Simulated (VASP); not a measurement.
# TiC (I4mm) in VASP: a series of runs

The runs below take TiC through single point, with PBEsol.

Everything below comes from runs of VASP 6.6.1. Logs are shortened: lines on timing, memory, paths and dates and some standing lists are left out, and cuts for length are marked.

### 1 The cell of the first run

It takes space group I4mm (No. 107, tetragonal). Conventional cell: a = 3.060 Å, b = 3.060 Å, c = 4.328 Å, α = 90.00°, β = 90.00°, γ = 90.00°. Ti (site symmetry 4mm) has 6 C at 1.99 to 2.34 Å within 2.6 Å. Within 2.6 Å of C (site symmetry 4mm) lie 6 Ti at 1.99 to 2.34 Å.

### 2 Single point, PBEsol

The input, INCAR:

```
SYSTEM = TiC
  PREC = Accurate
  ENCUT = 520
  EDIFF = 1E-6
  ISMEAR = 0
  SIGMA = 0.15
  LREAL = .FALSE.
  LASPH = .TRUE.
  NELM = 100
  ALGO = Normal
  ISIF = 2
  LWAVE = .FALSE.
  LCHARG = .FALSE.
  GGA = PS
  NBANDS = 15
```

The input, KPOINTS:

```
Automatic mesh
0
G
  18 18 18
  0 0 0
```

The input, POSCAR:

```
TiC
1.0
    0.0000000000      2.1640000000      2.1640000000
    2.1640000000      0.0000000000      2.1640000000
    2.1640000000      2.1640000000      0.0000000000
Ti C
1 1
Direct
   -0.0404343808     -0.0404343808      0.0404343808
    0.5000000000      0.5000000000      0.5000000000
```

Potentials or basis: VASP PAW PBE potentials, release 64 (Ti_sv, C).

Run with:

```sh
cat potpaw_PBE.64/Ti_sv/POTCAR potpaw_PBE.64/C/POTCAR > POTCAR
mpirun -np 1 vasp_std > vasp.out
```

OUTCAR:

```text
SYSTEM = TiC
   PREC = Accurate
   ENCUT = 520
   EDIFF = 1E-6
   ISMEAR = 0
   LREAL = .FALSE.
   LASPH = .TRUE.
   NELM = 100
   ISIF = 2
   GGA = PS

 ion  position               nearest neighbor table
   1  0.960  0.960  0.040-   2 1.99   2 2.17   2 2.17   2 2.17   2 2.17   2 2.34
   2  0.500  0.500  0.500-   1 1.99   1 2.17   1 2.17   1 2.17   1 2.17   1 2.34

  LATTYP: Found a face centered cubic cell.
 ALAT       =     4.3280000000

  Lattice vectors:

 A1 = (   0.0000000000,   2.1640000000,   2.1640000000)
 A2 = (   2.1640000000,   0.0000000000,   2.1640000000)
 A3 = (   2.1640000000,   2.1640000000,   0.0000000000)

Analysis of symmetry for initial positions (statically):
=====================================================================
 Subroutine PRICEL returns:
 Original cell was already a primitive cell.

 Routine SETGRP: Setting up the symmetry group for a
 face centered cubic supercell.

 Subroutine GETGRP returns: Found  8 space group operations
 (whereof  8 operations were pure point group operations)
 out of a pool of 48 trial point group operations.

The static configuration has the point symmetry C_4v.

Analysis of symmetry for dynamics (positions and initial velocities):
=====================================================================
 Subroutine PRICEL returns:
 Original cell was already a primitive cell.

 Routine SETGRP: Setting up the symmetry group for a
 face centered cubic supercell.

 Subroutine GETGRP returns: Found  8 space group operations
 (whereof  8 operations were pure point group operations)
 out of a pool of 48 trial point group operations.

The dynamic configuration has the point symmetry C_4v.

 Subroutine INISYM returns: Found  8 space group operations
 (whereof  8 operations are pure point group operations),
 and found     1 'primitive' translations

----------------------------------------------------------------------------------------

                                     Primitive cell

  volume of cell :      20.2676

  direct lattice vectors                    reciprocal lattice vectors
     0.000000000  2.164000000  2.164000000    -0.231053604  0.231053604  0.231053604
     2.164000000  0.000000000  2.164000000     0.231053604 -0.231053604  0.231053604
     2.164000000  2.164000000  0.000000000     0.231053604  0.231053604 -0.231053604

  length of vectors
     3.060358149  3.060358149  3.060358149     0.400196582  0.400196582  0.400196582

  position of ions in fractional coordinates (direct lattice)
     0.959565619  0.959565619  0.040434381
     0.500000000  0.500000000  0.500000000

  ion indices of the primitive-cell ions
   primitive index   ion index
                 1           1
                 2           2

----------------------------------------------------------------------------------------

 KPOINTS: Automatic mesh

Automatic generation of k-mesh.
 Grid dimensions read from file:
 generate k-points for:   18   18   18

 Generating k-lattice:

  Cartesian coordinates                     Fractional coordinates (reciprocal lattice)
    -0.012836311  0.012836311  0.012836311     0.055555556  0.000000000  0.000000000
     0.012836311 -0.012836311  0.012836311     0.000000000  0.055555556  0.000000000
     0.012836311  0.012836311 -0.012836311     0.000000000  0.000000000  0.055555556

  Length of vectors
     0.022233143  0.022233143  0.022233143

  Shift w.r.t. Gamma in fractional coordinates (k-lattice)
     0.000000000  0.000000000  0.000000000

 Subroutine IBZKPT returns following result:
 ===========================================

 Found    480 irreducible k-points:

 Following reciprocal coordinates:
            Coordinates               Weight
  0.000000  0.000000  0.000000      1.000000
  0.055556  0.000000  0.000000      8.000000
  0.111111  0.000000  0.000000      8.000000
  0.166667  0.000000  0.000000      8.000000
  0.222222  0.000000  0.000000      8.000000
  0.277778  0.000000  0.000000      8.000000
[... 16 lines left out ...]
  0.388889  0.055556  0.000000      8.000000
  0.000000  0.388889  0.055556     16.000000
 [... further k-points ...]
   k-points           NKPTS =    480   k-points in BZ     NKDIM =    480   number of bands    NBANDS=     15
   number of dos      NEDOS =    301   number of ions     NIONS =      2
   total plane-waves  NPLWV =  13824
   dimension x,y,z NGX =    24 NGY =   24 NGZ =   24
   dimension x,y,z NGXF=    48 NGYF=   48 NGZF=   48
   ions per type =               1   1
   NGX,Y,Z   is equivalent  to a cutoff of  13.04, 13.04, 13.04 a.u.
   NGXF,Y,Z  is equivalent  to a cutoff of  26.07, 26.07, 26.07 a.u.
 SYSTEM =  TiC
   PREC   = accura    normal or accurate (medium, high low for compatibility)
   ISTART =      0    job   : 0-new  1-cont  2-samecut
   ICHARG =      2    charge: 1-file 2-atom 10-const
   ISPIN  =      1    spin polarized calculation?
   LNONCOLLINEAR =      F non collinear calculations
   LSORBIT =      F    spin-orbit coupling
   LASPH  =      T    aspherical Exc in radial PAW
   ENCUT  =  520.0 eV  38.22 Ry    6.18 a.u.   5.69  5.69  5.69*2*pi/ulx,y,z
   NELM   =    100;   NELMIN=  2; NELMDL= -5     # of ELM steps
   EDIFF  = 0.1E-05   stopping-criterion for ELM
   LREAL  =      F    real-space projection
   EDIFFG = 0.1E-04   stopping-criterion for IOM
   NSW    =      0    number of steps for IOM
   IBRION =     -1    ionic relax: 0-MD 1-quasi-New 2-CG
   NFREE  =      0    steps in history (QN), initial steepest desc. (CG)
   ISIF   =      2    stress and relaxation
   ISYM   =      2    0-nonsym 1-usesym 2-fastsym
   POTIM  = 0.5000    time-step for ionic-motion
   TEBEG  =    0.0;   TEEND  =   0.0 temperature during run
   PSTRESS=    0.0 pullay stress
   NELECT =      16.0000    total number of electrons
   NUPDOWN=      -1.0000    fix difference up-down
   EMIN   =  10.00;   EMAX   =-10.00  energy-range for DOS
   EFERMI =   0.00;   METHOD = LEGACY
   ISMEAR =     0;   SIGMA  =   0.15  broadening in eV -4-tet -1-fermi 0-gaus
   EFERMI_NEDOS =   21; number of points for ismear=-14 and -15
   IALGO  =     38    algorithm
   IMIX   =      4    mixing-type and parameters
     AMIX     =   0.40;   BMIX     =  1.00
     AMIX_MAG =   1.60;   BMIX_MAG =  1.00
  volume/ion in A,a.u.               =      10.13        68.39
  Fermi-wavevector in a.u.,A,eV,Ry     =   1.513030  2.859212 31.147275  2.289260
  Thomas-Fermi vector in A             =   2.622876
   LORBIT       =      0    0 simple, 1 ext, 2 COOP (PROOUT), +10 PAW based schemes
   GGA     = PS    functional components
   LHFCALC =     F    Hartree Fock is set to
   AEXX    =    0.0000 exact exchange contribution
   IVDW    =     0    specifies the selected vdW correction
   LEPSILON=     F    determine dielectric tensor
   LRPA    =     F    only Hartree local field effects (RPA)
 non-spin polarized calculation
 Gauss-broadening in eV      SIGMA  =   0.15
  energy-cutoff  :      520.00
  volume of cell :       20.27
 maximum number of plane-waves:       568
   NGX = 11   NGY = 11   NGZ = 11

 number of electron      16.0000000 magnetization

 Free energy of the ion-electron system (eV)
  ---------------------------------------------------
  ext. energy  EPLUGINS =         0.00000000
  ---------------------------------------------------
  free energy    TOTEN  =       -19.65326344 eV

  energy without entropy =      -19.65143277  energy(sigma->0) =      -19.65234810

 E-fermi :   9.3811     XC(G=0): -12.8573

 val. band max:        9.3409759513   @ k =   0.1111   0.0000   0.0000
 cond. band min:       9.3900600954   @ k =   0.3889   0.3333   0.0556
 fundamental gap:      0.0490841440
 Fermi energy:         9.3811249174

 k-point     1 :       0.0000    0.0000    0.0000
  band No.  band energies     occupation
      1     -46.9870      2.00000
      2     -23.1199      2.00000
      3     -23.1199      2.00000
      4     -23.1140      2.00000
      5      -3.0213      2.00000
      6       9.3387      1.31053
      7       9.3387      1.31053
      8       9.6366      0.01602
      9       9.9954      0.00000
     10      11.0656      0.00000
     11      11.7826      0.00000
     12      11.7826      0.00000
     13      12.7126      0.00000
     14      19.7006      0.00000
     15      23.1407      0.00000

 k-point     2 :       0.0556    0.0000    0.0000
  band No.  band energies     occupation
      1     -46.9847      2.00000
      2     -23.1348      2.00000
      3     -23.1215      2.00000
      4     -23.1168      2.00000
      5      -2.9507      2.00000
      6       8.9501      1.99995
      7       9.2389      1.82006
      8       9.6990      0.00273
      9      10.0308      0.00000
     10      10.7433      0.00000
     11      11.6612      0.00000
     12      12.3052      0.00000
     13      13.0574      0.00000
     14      19.8294      0.00000
     15      23.1853      0.00000

 k-point     3 :       0.1111    0.0000    0.0000
  band No.  band energies     occupation
      1     -46.9782      2.00000
      2     -23.1808      2.00000
      3     -23.1260      2.00000
      4     -23.1215      2.00000
      5      -2.7424      2.00000
      6       8.3048      2.00000
      7       8.8909      2.00000
      8       9.3410      1.29496
      9      10.2095      0.00000
     10      10.5455      0.00000
     11      11.6477      0.00000
     12      13.1448      0.00000
     13      13.7299      0.00000
     14      20.1570      0.00000
     15      23.2599      0.00000
[... 343 lines left out ...]
 k-point    23 :       0.3889    0.0556    0.0000
  band No.  band energies     occupation
      1     -46.9216      2.00000
      2     -23.5520      2.00000
      3     -23.1728      2.00000
      4     -23.1625      2.00000
      5      -0.4263      2.00000
      6       4.6025      2.00000
      7       6.7207      2.00000
      8       6.8748      2.00000
      9      11.5716      0.00000
     10      12.0230      0.00000
     11      12.9533      0.00000
     12      16.3340      0.00000
     13      16.7876      0.00000
     14      19.3407      0.00000
     15      24.6295      0.00000

 k-point    24 :       0.0000    0.3889    0.0556
  band No.  band energies     occupation
      1     -46.9217      2.00000
      2     -23.5517      2.00000
      3     -23.1702      2.00000
      4     -23.1646      2.00000
      5      -0.4306      2.00000
      6       4.5916      2.00000
      7       6.6730      2.00000
      8       6.9609      2.00000
      9      11.5774      0.00000
     10      11.9699      0.00000
     11      12.8969      0.00000
     12      16.4266      0.00000
     13      16.8728      0.00000
     14      19.2185      0.00000
     15      24.8087      0.00000

 [... further k-points ...]

------------------------ aborting loop because EDIFF is reached ----------------------------------------

  FORCE on cell =-STRESS in cart. coord.  units (eV):
  Direction    XX          YY          ZZ          XY          YZ          ZX
  --------------------------------------------------------------------------------------
  -------------------------------------------------------------------------------------
  Total       -0.6738661     -0.6738661      0.5134995      0.0000000     -0.0000000      0.0000000
  in kB      -53.2699662    -53.2699662     40.5927859      0.0000000     -0.0000000      0.0000000
  external PRESSURE =     -21.9823822 kB  Pullay stress =       0.0000000 kB

 VOLUME and BASIS-vectors are now :
 -----------------------------------------------------------------------------
  energy-cutoff  :      520.00
  volume of cell :       20.27
      direct lattice vectors                 reciprocal lattice vectors
     0.000000000  2.164000000  2.164000000    -0.231053604  0.231053604  0.231053604
     2.164000000  0.000000000  2.164000000     0.231053604 -0.231053604  0.231053604
     2.164000000  2.164000000  0.000000000     0.231053604  0.231053604 -0.231053604

 POSITION                                       TOTAL-FORCE (eV/Angst)
 -----------------------------------------------------------------------------------
      2.16400      2.16400      4.15300         0.000000      0.000000      1.675198
      2.16400      2.16400      2.16400         0.000000      0.000000     -1.675198
 -----------------------------------------------------------------------------------
    total drift:                                0.000000      0.000000      0.000195

  FREE ENERGIE OF THE ION-ELECTRON SYSTEM (eV)
  ---------------------------------------------------
  free  energy   TOTEN  =       -19.6532634369 eV

  energy  without entropy=      -19.6514327709  energy(sigma->0) =      -19.65234810
```

Run time: 1.8 min. Hardware: 1 thread of AMD EPYC 7R13 (Zen 3), shared host; peak memory 0.23 GiB.

What came out:

```
Free energy            : -19.6533 eV
Pressure               : -2.2 GPa
Largest force          : 1.675 eV/Å
Band gap on the k mesh : zero (bands 8 and 9 overlap by 1.16 eV)
```

Forces on the atoms (eV/Å):
```
Ti   0.000  0.000  1.675
C    0.000  0.000 -1.675
```

Levels at points of the mesh, in eV from the Fermi level:
```csv
k point,band 6,band 7,band 8,band 9,band 10,band 11
"(0.00, 0.00, 0.00)",-0.04,-0.04,0.26,0.61,1.68,2.40
"(0.50, 0.00, 0.00)",-5.91,-2.93,-2.89,2.82,2.89,4.08
"(0.50, 0.50, 0.00)",-3.38,-1.74,-0.07,-0.07,2.71,3.48
"(0.00, 0.50, 0.50)",-3.51,-2.33,-0.26,0.63,3.02,3.47
```

Caveat: the cell differs from its parent crystal (all Ti atoms moved +0.175 Å, as atom 1 towards its neighbour atom 2 (C) at 2.164 Å); the stress differs along the axes, from -5 to 4 GPa; the PAW data sets were made with another functional, which shifts forces and pressure a little.

### 3 Single point, PBEsol

The input, INCAR:

```
SYSTEM = TiC
ALGO = Normal ; EDIFF = 1E-6
ENCUT = 520 ; GGA = PS
ISIF = 2 ; ISMEAR = 0
LASPH = .True. ; LCHARG = .False.
LREAL = .False. ; LWAVE = .False.
NBANDS = 15 ; NELM = 100
PREC = Accurate ; SIGMA = 0.15
```

The input, KPOINTS:

```
k-points
0
Gamma
  18 18 18
  0 0 0
```

Edit POSCAR of step 2 so:

```diff
@@ -8,3 +8,3 @@
 Direct
-   -0.0404343808     -0.0404343808      0.0404343808
+   -0.0288817006     -0.0288817006      0.0288817006
     0.5000000000      0.5000000000      0.5000000000
```

Potentials or basis: VASP PAW PBE potentials, release 64 (Ti_sv, C).

Run with:

```sh
cat potpaw_PBE.64/Ti_sv/POTCAR potpaw_PBE.64/C/POTCAR > POTCAR
mpirun -np 1 vasp_std > vasp.out
```

OUTCAR:

```text
SYSTEM = TiC
   EDIFF = 1E-6
   ENCUT = 520
   GGA = PS
   ISIF = 2
   ISMEAR = 0
   LASPH = .True.
   LREAL = .False.
   NELM = 100
   PREC = Accurate

 ion  position               nearest neighbor table
   1  0.971  0.971  0.029-   2 2.04   2 2.17   2 2.17   2 2.17   2 2.17   2 2.29
   2  0.500  0.500  0.500-   1 2.04   1 2.17   1 2.17   1 2.17   1 2.17   1 2.29

  LATTYP: Found a face centered cubic cell.
 ALAT       =     4.3280000000

  Lattice vectors:

[... 620 lines left out ...]

  FORCE on cell =-STRESS in cart. coord.  units (eV):
  Direction    XX          YY          ZZ          XY          YZ          ZX
  --------------------------------------------------------------------------------------
  -------------------------------------------------------------------------------------
  Total       -0.6953192     -0.6953192     -0.1324939      0.0000000      0.0000000      0.0000000
  in kB      -54.9658648    -54.9658648    -10.4738113      0.0000000      0.0000000      0.0000000
  external PRESSURE =     -40.1351803 kB  Pullay stress =       0.0000000 kB

 VOLUME and BASIS-vectors are now :
 -----------------------------------------------------------------------------
  energy-cutoff  :      520.00
  volume of cell :       20.27
      direct lattice vectors                 reciprocal lattice vectors
     0.000000000  2.164000000  2.164000000    -0.231053604  0.231053604  0.231053604
     2.164000000  0.000000000  2.164000000     0.231053604 -0.231053604  0.231053604
     2.164000000  2.164000000  0.000000000     0.231053604  0.231053604 -0.231053604

 POSITION                                       TOTAL-FORCE (eV/Angst)
 -----------------------------------------------------------------------------------
      2.16400      2.16400      4.20300         0.000000      0.000000      1.143884
      2.16400      2.16400      2.16400         0.000000      0.000000     -1.143884
 -----------------------------------------------------------------------------------
    total drift:                                0.000000      0.000000     -0.000061

  FREE ENERGIE OF THE ION-ELECTRON SYSTEM (eV)
  ---------------------------------------------------
  free  energy   TOTEN  =       -19.7232811408 eV

  energy  without entropy=      -19.7206807504  energy(sigma->0) =      -19.72198095
```

stdout:

```text
POSCAR found type information on POSCAR TiC
 POSCAR found :  2 types and       2 ions
 scaLAPACK will be used
 -----------------------------------------------------------------------------
|                                                                             |
|                                                                             |
|     You enforced a specific xc type in the INCAR file but a different       |
|     I HOPE YOU KNOW WHAT YOU ARE DOING!                                     |
|                                                                             |
 -----------------------------------------------------------------------------

 LDA part: xc-table for (Slater+PW92), standard interpolation
 POSCAR, INCAR and KPOINTS ok, starting setup
 FFT: planning ... GRIDC
 FFT: planning ... GRID_SOFT
 FFT: planning ... GRID
 WAVECAR not read
 entering main loop
```

It took 1.8 min on 1 thread of AMD EPYC 7R13 (Zen 3), shared host; peak memory 0.23 GiB.

Results:

* Free energy: -19.7233 eV
* Pressure: -4.0 GPa
* Largest force: 1.144 eV/Å
* Band gap on the k mesh: zero (bands 8 and 9 overlap by 1.14 eV)

Forces in eV/Å, atoms in the order of the input:
```
Ti   0.000  0.000  1.144
C    0.000  0.000 -1.144
```

Caveat: the cell differs from its parent crystal (all Ti atoms moved +0.125 Å, as atom 1 towards its neighbour atom 2 (C) at 2.164 Å); the cell stands under tension; the PAW data sets were made with another functional, which shifts forces and pressure a little.

The gap in the log of VASP goes by the Fermi energy; the results here count the filled bands.